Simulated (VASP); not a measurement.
Wanted: the native input for a VASP 6.6.1 run.

```yaml
Task: relaxation of cell and atoms
Functional: PBE
Potentials_or_basis: VASP PAW PBE potentials, release 64 (Mn_pv, O)
Cutoff: 600 eV
k_mesh: 6 × 6 × 4
Occupations: gaussian, width 0.1 eV
Spin: collinear spin, ferromagnetic start
Starting_moments: "[4.22, 4.22, 0.25, 0.25] μB"
Dipole_correction: no
Further_INCAR_settings: ALGO = Normal; EDIFF = 1e-07; IBRION = 2; EDIFFG = -0.05; NSW = 100; ISIF = 3
```

The structure of MnO lies in POSCAR:

```
MnO
1.0
    3.3717009293      0.0000000000      0.0000000000
   -1.6858504646      2.9199786587      0.0000000000
    0.0000000000      0.0000000000      5.3855000000
Mn O
2 2
Direct
    0.3333333333      0.6666666667      0.0109600000
    0.6666666667      0.3333333333      0.5109600000
    0.3333333333      0.6666666667      0.3754700000
    0.6666666667      0.3333333333      0.8754700000
```

One way to write it, as run:

INCAR

```
ALGO = Normal
EDIFF = 1E-7
EDIFFG = -0.05
ENCUT = 600
GGA = PE
IBRION = 2
ISIF = 3
ISMEAR = 0
ISPIN = 2
LASPH = T
LCHARG = F
LMAXMIX = 4
LORBIT = 11
LREAL = F
LWAVE = F
MAGMOM = 4.22 4.22 0.25 0.25
NELM = 150
NSW = 100
PREC = Accurate
SIGMA = 0.1
```

KPOINTS

```
k-points
0
Gamma
  6 6 4
```

Potentials or basis: VASP PAW PBE potentials, release 64 (Mn_pv, O).

The run is started by

```console
$ cat potpaw_PBE.64/Mn_pv/POTCAR potpaw_PBE.64/O/POTCAR > POTCAR
$ mpirun -np 1 vasp_std > vasp.out
```

It gave:

```
Relaxed volume                                        : 13.88 Å³/atom
Relaxed cell                                          : a = 3.433 Å, b = 3.433 Å, c = 5.439 Å, α = 90.00°, β = 90.00°, γ = 120.00°
Space group after relaxing (to 0.05 Å)                : P6_3mc (No. 186)
Energy gained by relaxing                             : 25.7 meV/atom
Ionic steps                                           : 10
Pressure after relaxing                               : -0.2 GPa
Largest force after relaxing                          : 0.015 eV/Å
Band gap on the k mesh                                : zero (filled and empty bands overlap)
Net moment                                            : 9.99 μB per cell
Site moments                                          : Mn +4.43; O +0.19 μB
Valence electrons inside the program's atomic spheres : Mn 11.37; O 4.99
```

Caveat: semilocal functionals often make such compounds metallic where correlation or magnetic order opens a gap, which also shifts bond lengths; only a ferromagnetic start was run, and an antiferromagnetic order may lie lower in energy; the relaxation stopped at a loose force limit of 0.05 eV/Å, so its end isn't a converged minimum.

It took 7.7 min on 1 thread of Intel(R) Xeon(R) Platinum 8259CL CPU @ 2.50GHz (Skylake/Cascade Lake), on a shared host, peak memory 0.25 GiB.
